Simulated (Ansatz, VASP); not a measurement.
N in VASP and in Ansatz

```
CELL_PARAMETERS angstrom
9.00000 0.00000 0.00000
0.00000 9.50000 0.00000
0.00000 0.00000 10.00000
ATOMIC_POSITIONS crystal
N 0.50000 0.50000 0.44501
N 0.50000 0.50000 0.55499
```

Alike in both runs: functional PBEsol; k mesh 1 × 1 × 1; occupations gaussian, width 0.02 eV; no spin polarisation.

Ansatz relaxed the structure, and its values are those at the end. VASP's run is a single point on that final structure, the one shown.

|  | VASP | Ansatz |
| --- | --- | --- |
| version | VASP 6.6.1 | Ansatz 0.2.0 |
| potentials or method | VASP PAW PBE potentials, release 64 (N), cutoff 520 eV | plane waves, PAW |
| valence electrons in the cell | 10 | 10 |

|  | VASP | Ansatz | Ansatz less VASP |
| --- | --- | --- | --- |
| rms of the force components (eV/Å) | 1.091 | 0.002 | -1.0893 |

VASP's potentials were made for PBE, not for PBEsol. One of these differences is far larger than is usual between the two programs; its cause wasn't traced. Ansatz's warnings: stress scf threshold loose.

Noted on VASP's run: the standard files for N, O and F lose accuracy on very short bonds.
